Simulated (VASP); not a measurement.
# Be4CuSi (F-43m) in VASP: a series of runs

The runs below take Be4CuSi through single point, with PBE.

All numbers are computed with VASP 6.6.1; they aren't measurements. Logs are shortened: lines on timing, memory, paths and dates and some standing lists are left out, and cuts for length are marked.

### Step 1. The cell of the first run

Symmetry: F-43m, No. 216, cubic system. Conventional cell: a = 6.119 Å, b = 6.119 Å, c = 6.119 Å, α = 90.00°, β = 90.00°, γ = 90.00°. Within 2.9 Å of Be (site symmetry 3m) lie 6 Be at 2.16 Å and 3 Si at 2.54 Å and 3 Cu at 2.54 Å. Si (site symmetry -43m) has 12 Be at 2.54 Å and 4 Cu at 2.65 Å within 3.3 Å. Cu (site symmetry -43m) has 12 Be at 2.54 Å and 4 Si at 2.65 Å within 3.3 Å.

### Step 2. Single point, PBE

Contents of INCAR:

```
PREC = Accurate
ENCUT = 520
EDIFF = 1E-7
ISMEAR = -1
SIGMA = 0.05
LREAL = False
LASPH = True
NELM = 100
ALGO = Normal
ISIF = 2
LWAVE = False
LCHARG = True
GGA = PE
LELF = True
LVHAR = True
NBANDS = 20
```

Contents of KPOINTS:

```
Automatic mesh
0
Gamma
  7 7 7
```

Contents of POSCAR:

```
Be4CuSi
1.0
    0.0000000000      3.0592720000      3.0592720000
    3.0592720000      0.0000000000      3.0592720000
    3.0592720000      3.0592720000      0.0000000000
Be Si Cu
4 1 1
Direct
    0.3749810000      0.3749810000      0.3749810000
    0.8750560000      0.3749810000      0.3749810000
    0.3749810000      0.3749810000      0.8750560000
    0.3749810000      0.8750560000      0.3749810000
    0.0000000000      0.0000000000      0.0000000000
    0.7500000000      0.7500000000      0.7500000000
```

Potentials or basis: VASP PAW PBE potentials, release 64 (Be, Si, Cu).

Command:

```console
$ cat potpaw_PBE.64/Be/POTCAR potpaw_PBE.64/Si/POTCAR potpaw_PBE.64/Cu/POTCAR > POTCAR
$ mpirun -np 1 vasp_std > vasp.out
```

OUTCAR:

```text
PREC = Accurate
   ENCUT = 520
   EDIFF = 1E-7
   ISMEAR = -1
   LREAL = False
   LASPH = True
   NELM = 100
   ISIF = 2
   GGA = PE

 ion  position               nearest neighbor table
   1  0.375  0.375  0.375-   2 2.16   3 2.16   4 2.16   2 2.16   4 2.16   3 2.16   5 2.54   5 2.54
                             5 2.54   6 2.54   6 2.54   6 2.54
   2  0.875  0.375  0.375-   1 2.16   3 2.16   4 2.16   4 2.16   3 2.16   1 2.16   5 2.54   5 2.54
                             5 2.54   6 2.54   6 2.54   6 2.54
   3  0.375  0.375  0.875-   1 2.16   2 2.16   4 2.16   4 2.16   2 2.16   1 2.16   5 2.54   5 2.54
                             5 2.54   6 2.54   6 2.54   6 2.54
   4  0.375  0.875  0.375-   1 2.16   2 2.16   3 2.16   2 2.16   3 2.16   1 2.16   5 2.54   5 2.54
                             5 2.54   6 2.54   6 2.54   6 2.54
   5  0.000  0.000  0.000-   2 2.54   3 2.54   4 2.54   1 2.54   1 2.54   1 2.54   2 2.54   2 2.54
                             3 2.54   4 2.54   3 2.54   4 2.54   6 2.65   6 2.65   6 2.65   6 2.65
   6  0.750  0.750  0.750-   3 2.54   4 2.54   2 2.54   3 2.54   2 2.54   4 2.54   1 2.54   1 2.54
                             1 2.54   2 2.54   4 2.54   3 2.54   5 2.65   5 2.65   5 2.65   5 2.65

  LATTYP: Found a face centered cubic cell.
 ALAT       =     6.1185440000

  Lattice vectors:

 A1 = (   0.0000000000,   3.0592720000,   3.0592720000)
 A2 = (   3.0592720000,   0.0000000000,   3.0592720000)
 A3 = (   3.0592720000,   3.0592720000,   0.0000000000)

Analysis of symmetry for initial positions (statically):
=====================================================================
 Subroutine PRICEL returns:
 Original cell was already a primitive cell.

 Routine SETGRP: Setting up the symmetry group for a
 face centered cubic supercell.

 Subroutine GETGRP returns: Found 24 space group operations
 (whereof 24 operations were pure point group operations)
 out of a pool of 48 trial point group operations.

The static configuration has the point symmetry T_d .

Analysis of symmetry for dynamics (positions and initial velocities):
=====================================================================
 Subroutine PRICEL returns:
 Original cell was already a primitive cell.

 Routine SETGRP: Setting up the symmetry group for a
 face centered cubic supercell.

 Subroutine GETGRP returns: Found 24 space group operations
 (whereof 24 operations were pure point group operations)
 out of a pool of 48 trial point group operations.

The dynamic configuration has the point symmetry T_d .

 Subroutine INISYM returns: Found 24 space group operations
 (whereof 24 operations are pure point group operations),
 and found     1 'primitive' translations

----------------------------------------------------------------------------------------

                                     Primitive cell

  volume of cell :      57.2643

  direct lattice vectors                    reciprocal lattice vectors
     0.000000000  3.059272000  3.059272000    -0.163437576  0.163437576  0.163437576
     3.059272000  0.000000000  3.059272000     0.163437576 -0.163437576  0.163437576
     3.059272000  3.059272000  0.000000000     0.163437576  0.163437576 -0.163437576

  length of vectors
     4.326463953  4.326463953  4.326463953     0.283082185  0.283082185  0.283082185

  position of ions in fractional coordinates (direct lattice)
     0.374981000  0.374981000  0.374981000
     0.875056000  0.374981000  0.374981000
     0.374981000  0.374981000  0.875056000
     0.374981000  0.875056000  0.374981000
     0.000000000  0.000000000  0.000000000
     0.750000000  0.750000000  0.750000000

  ion indices of the primitive-cell ions
   primitive index   ion index
                 1           1
                 2           2
                 3           3
                 4           4
                 5           5
                 6           6

----------------------------------------------------------------------------------------

 KPOINTS: Automatic mesh

Automatic generation of k-mesh.
 Grid dimensions read from file:
 generate k-points for:    7    7    7

 Generating k-lattice:

  Cartesian coordinates                     Fractional coordinates (reciprocal lattice)
    -0.023348225  0.023348225  0.023348225     0.142857143  0.000000000  0.000000000
     0.023348225 -0.023348225  0.023348225     0.000000000  0.142857143  0.000000000
     0.023348225  0.023348225 -0.023348225     0.000000000  0.000000000  0.142857143

  Length of vectors
     0.040440312  0.040440312  0.040440312

  Shift w.r.t. Gamma in fractional coordinates (k-lattice)
     0.000000000  0.000000000  0.000000000

 Subroutine IBZKPT returns following result:
 ===========================================

 Found     20 irreducible k-points:

 Following reciprocal coordinates:
            Coordinates               Weight
  0.000000  0.000000  0.000000      1.000000
  0.142857  0.000000  0.000000      8.000000
  0.285714  0.000000  0.000000      8.000000
  0.428571  0.000000  0.000000      8.000000
  0.142857  0.142857  0.000000      6.000000
  0.285714  0.142857  0.000000     24.000000
[... 12 lines left out ...]
 -0.428571  0.428571  0.142857     24.000000
 -0.285714  0.428571  0.142857     24.000000
   k-points           NKPTS =     20   k-points in BZ     NKDIM =     20   number of bands    NBANDS=     20
   number of dos      NEDOS =    301   number of ions     NIONS =      6
   total plane-waves  NPLWV =  32768
   dimension x,y,z NGX =    32 NGY =   32 NGZ =   32
   dimension x,y,z NGXF=    64 NGYF=   64 NGZF=   64
   ions per type =               4   1   1
   NGX,Y,Z   is equivalent  to a cutoff of  12.30, 12.30, 12.30 a.u.
   NGXF,Y,Z  is equivalent  to a cutoff of  24.59, 24.59, 24.59 a.u.
 SYSTEM =  unknown system
   PREC   = accura    normal or accurate (medium, high low for compatibility)
   ISTART =      0    job   : 0-new  1-cont  2-samecut
   ICHARG =      2    charge: 1-file 2-atom 10-const
   ISPIN  =      1    spin polarized calculation?
   LNONCOLLINEAR =      F non collinear calculations
   LSORBIT =      F    spin-orbit coupling
   LASPH  =      T    aspherical Exc in radial PAW
   ENCUT  =  520.0 eV  38.22 Ry    6.18 a.u.   8.04  8.04  8.04*2*pi/ulx,y,z
   NELM   =    100;   NELMIN=  2; NELMDL= -5     # of ELM steps
   EDIFF  = 0.1E-06   stopping-criterion for ELM
   LREAL  =      F    real-space projection
   EDIFFG = 0.1E-05   stopping-criterion for IOM
   NSW    =      0    number of steps for IOM
   IBRION =     -1    ionic relax: 0-MD 1-quasi-New 2-CG
   NFREE  =      0    steps in history (QN), initial steepest desc. (CG)
   ISIF   =      2    stress and relaxation
   ISYM   =      2    0-nonsym 1-usesym 2-fastsym
   POTIM  = 0.5000    time-step for ionic-motion
   TEBEG  =    0.0;   TEEND  =   0.0 temperature during run
   PSTRESS=    0.0 pullay stress
   NELECT =      23.0000    total number of electrons
   NUPDOWN=      -1.0000    fix difference up-down
   EMIN   =  10.00;   EMAX   =-10.00  energy-range for DOS
   EFERMI =   0.00;   METHOD = LEGACY
   ISMEAR =    -1;   SIGMA  =   0.05  broadening in eV -4-tet -1-fermi 0-gaus
   EFERMI_NEDOS =   21; number of points for ismear=-14 and -15
   IALGO  =     38    algorithm
   IMIX   =      4    mixing-type and parameters
     AMIX     =   0.40;   BMIX     =  1.00
     AMIX_MAG =   1.60;   BMIX_MAG =  1.00
  volume/ion in A,a.u.               =       9.54        64.41
  Fermi-wavevector in a.u.,A,eV,Ry     =   1.207877  2.282556 19.850447  1.458967
  Thomas-Fermi vector in A             =   2.343502
   LORBIT       =      0    0 simple, 1 ext, 2 COOP (PROOUT), +10 PAW based schemes
   GGA     = PE    functional components
   LHFCALC =     F    Hartree Fock is set to
   AEXX    =    0.0000 exact exchange contribution
   IVDW    =     0    specifies the selected vdW correction
   LEPSILON=     F    determine dielectric tensor
   LRPA    =     F    only Hartree local field effects (RPA)
 non-spin polarized calculation
  energy-cutoff  :      520.00
  volume of cell :       57.26
 maximum number of plane-waves:      1553
   NGX = 17   NGY = 17   NGZ = 17

 number of electron      23.0000001 magnetization

 Free energy of the ion-electron system (eV)
  ---------------------------------------------------
  ext. energy  EPLUGINS =         0.00000000
  ---------------------------------------------------
  free energy    TOTEN  =       -23.50948088 eV

  energy without entropy =      -23.48715707  energy(sigma->0) =      -23.49831898

 E-fermi :   8.6202     XC(G=0): -11.2426

 val. band max:        8.5911245376   @ k =   0.4286   0.1429   0.0000
 cond. band min:       8.6227484361   @ k =   0.4286   0.2857   0.1429
 fundamental gap:      0.0316238985
 Fermi energy:         8.6201686912

 k-point     1 :       0.0000    0.0000    0.0000
  band No.  band energies     occupation
      1      -4.1125      2.00000
      2       3.1466      2.00000
      3       3.1466      2.00000
      4       3.1466      2.00000
      5       3.9528      2.00000
      6       3.9528      2.00000
[... 12 lines left out ...]
     19      12.6835      0.00000
     20      13.1511      0.00000

 k-point     2 :       0.1429    0.0000    0.0000
  band No.  band energies     occupation
      1      -3.9142      2.00000
      2       2.5014      2.00000
      3       3.1648      2.00000
      4       3.1648      2.00000
      5       3.9566      2.00000
      6       3.9566      2.00000
[... 12 lines left out ...]
     19      13.4840      0.00000
     20      14.6135      0.00000
[... 373 lines left out ...]
      3       1.3442      2.00000
      4       1.6516      2.00000
      5       3.5472      2.00000
      6       4.1122      2.00000
[... 12 lines left out ...]
     19      15.6063      0.00000
     20      16.2560      0.00000

 k-point    20 :      -0.2857    0.4286    0.1429
  band No.  band energies     occupation
      1      -1.4770      2.00000
      2       0.3652      2.00000
      3       0.5438      2.00000
      4       1.7010      2.00000
      5       3.7058      2.00000
      6       4.1970      2.00000
[... 12 lines left out ...]
     19      16.1524      0.00000
     20      16.8291      0.00000

------------------------ aborting loop because EDIFF is reached ----------------------------------------

  FORCE on cell =-STRESS in cart. coord.  units (eV):
  Direction    XX          YY          ZZ          XY          YZ          ZX
  --------------------------------------------------------------------------------------
  -------------------------------------------------------------------------------------
  Total       -0.4268310     -0.4268310     -0.4268310      0.0000000     -0.0000000     -0.0000000
  in kB      -11.9421420    -11.9421420    -11.9421420      0.0000000     -0.0000000     -0.0000000
  external PRESSURE =     -11.9421420 kB  Pullay stress =       0.0000000 kB

 VOLUME and BASIS-vectors are now :
 -----------------------------------------------------------------------------
  energy-cutoff  :      520.00
  volume of cell :       57.26
      direct lattice vectors                 reciprocal lattice vectors
     0.000000000  3.059272000  3.059272000    -0.163437576  0.163437576  0.163437576
     3.059272000  0.000000000  3.059272000     0.163437576 -0.163437576  0.163437576
     3.059272000  3.059272000  0.000000000     0.163437576  0.163437576 -0.163437576

 POSITION                                       TOTAL-FORCE (eV/Angst)
 -----------------------------------------------------------------------------------
      2.29434      2.29434      2.29434         0.015317      0.015317      0.015317
      2.29434      3.82420      3.82420         0.015317     -0.015317     -0.015317
      3.82420      3.82420      2.29434        -0.015317     -0.015317      0.015317
      3.82420      2.29434      3.82420        -0.015317      0.015317     -0.015317
      0.00000      0.00000      0.00000        -0.000000     -0.000000      0.000000
      4.58891      4.58891      4.58891         0.000000      0.000000      0.000000
 -----------------------------------------------------------------------------------
    total drift:                               -0.000140     -0.000140     -0.000141

  FREE ENERGIE OF THE ION-ELECTRON SYSTEM (eV)
  ---------------------------------------------------
  free  energy   TOTEN  =       -23.5094808812 eV

  energy  without entropy=      -23.4871570722  energy(sigma->0) =      -23.49831898
```

Run time: 21 s. Hardware: 1 thread of Intel Xeon Platinum 8488C (Sapphire Rapids), shared host; peak memory 0.18 GiB.

What came out:

```yaml
Free_energy: -23.5095 eV
Pressure: -1.2 GPa
Largest_force: 0.027 eV/Å
```

Forces on the atoms (eV/Å):
```
Be   0.015  0.015  0.015
Be   0.015 -0.015 -0.015
Be  -0.015 -0.015  0.015
Be  -0.015  0.015 -0.015
Si   0.000  0.000  0.000
Cu   0.000  0.000  0.000
```

Levels at points of the mesh, in eV from the Fermi level:
| k point | band 8 | band 9 | band 10 | band 11 | band 12 | band 13 | band 14 | band 15 |
| --- | --- | --- | --- | --- | --- | --- | --- | --- |
| (0.00, 0.00, 0.00) | -2.45 | -2.45 | -2.45 | -1.11 | -0.33 | -0.33 | -0.33 | 1.30 |

### Step 3. Single point, PBE

This run uses another cell than the first one, of 9.93 Å³/atom, 1.040 times its volume.

Contents of INCAR:

```
PREC = Accurate
ENCUT = 520
EDIFF = 1E-6
ISMEAR = -1
SIGMA = 0.05
LREAL = False
LASPH = True
NELM = 60
ALGO = Normal
ISIF = 2
LWAVE = False
LCHARG = False
GGA = PE
NBANDS = 20
```

KPOINTS is that of step 2.

Changes to POSCAR since step 2:

```diff
@@ -2,5 +2,5 @@
 1.0
-    0.0000000000      3.0592720000      3.0592720000
-    3.0592720000      0.0000000000      3.0592720000
-    3.0592720000      3.0592720000      0.0000000000
+    0.0000000000      3.0995301956      3.0995301956
+    3.0995301956      0.0000000000      3.0995301956
+    3.0995301956      3.0995301956      0.0000000000
 Be Si Cu
```

Potentials or basis: VASP PAW PBE potentials, release 64 (Be, Si, Cu).

Command:

```console
$ cat potpaw_PBE.64/Be/POTCAR potpaw_PBE.64/Si/POTCAR potpaw_PBE.64/Cu/POTCAR > POTCAR
$ mpirun -np 1 vasp_std > vasp.out
```

Run time: 33 s. Hardware: 1 thread of Intel Xeon Platinum 8488C (Sapphire Rapids), shared host; peak memory 0.21 GiB.

It converged, with:

```yaml
Free_energy: -23.4640 eV
Pressure: -5.2 GPa
Largest_force: 0.033 eV/Å
```

Forces in eV/Å, atoms in the order of the input:
```
Be   0.019  0.019  0.019
Be   0.019 -0.019 -0.019
Be  -0.019 -0.019  0.019
Be  -0.019  0.019 -0.019
Si   0.000  0.000  0.000
Cu   0.000  0.000  0.000
```

Levels at points of the mesh, in eV from the Fermi level:
| k point | band 8 | band 9 | band 10 | band 11 | band 12 | band 13 | band 14 | band 15 |
| --- | --- | --- | --- | --- | --- | --- | --- | --- |
| (0.00, 0.00, 0.00) | -2.33 | -2.33 | -2.33 | -1.25 | -0.28 | -0.28 | -0.28 | 1.33 |
